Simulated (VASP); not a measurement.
# AlGaN2: single point with LDA

AlGaN2:

```
Al Ga N
1.0
     3.11529    0.00000    0.00000
     0.00000    3.11529    0.00000
     0.00000    0.00000    4.38433
Al Ga N
1 1 2
Direct
  0.50000 0.50000 0.50000
  0.00000 0.00000 0.00000
  0.50000 0.00000 0.74005
  0.00000 0.50000 0.25995
```

```
Program             : VASP 6.6.1
Task                : single point
Functional          : LDA
Potentials or basis : VASP PAW LDA potentials, release 64 (Al, Ga_d, N)
Cutoff              : 520 eV
k mesh              : 8 × 8 × 6
Occupations         : gaussian, width 0.02 eV
Spin                : no spin polarisation
```

```
Pressure               : 0.9 GPa
Largest force          : 0.030 eV/Å
Band gap on the k mesh : 3.07 eV, direct
```

Forces on the atoms (eV/Å):
```
Al   0.000  0.000  0.000
Ga   0.000  0.000  0.000
N    0.000  0.000 -0.030
N    0.000  0.000  0.030
```

Levels at points of the mesh, in eV from the valence-band top:
```csv
k point,band 10,band 11,band 12,band 13,band 14,band 15,band 16,band 17
"(0.00, 0.00, 0.00)",-2.41,-0.22,0.00,0.00,3.07,3.49,7.58,11.28
"(0.50, 0.00, 0.00)",-3.04,-2.95,-1.00,-0.73,7.18,7.27,8.01,8.46
"(0.50, 0.50, 0.00)",-2.37,-2.34,-2.34,-2.32,3.24,3.24,6.36,8.73
"(0.00, 0.00, 0.50)",-1.62,-1.62,-1.03,-1.03,5.31,5.44,8.03,9.23
"(0.50, 0.00, 0.50)",-0.98,-0.89,-0.62,-0.60,5.33,6.68,9.20,9.51
"(0.50, 0.50, 0.50)",-4.12,-3.35,-3.35,-3.35,6.16,6.16,9.03,10.90
```

It took 15 s on 1 thread of Intel(R) Xeon(R) 6975P-C (Granite Rapids) (shared host), peak memory 0.17 GiB.

A k mesh can miss the band edges. Expect the measured gap to be larger: semilocal functionals such as LDA lack the derivative discontinuity.
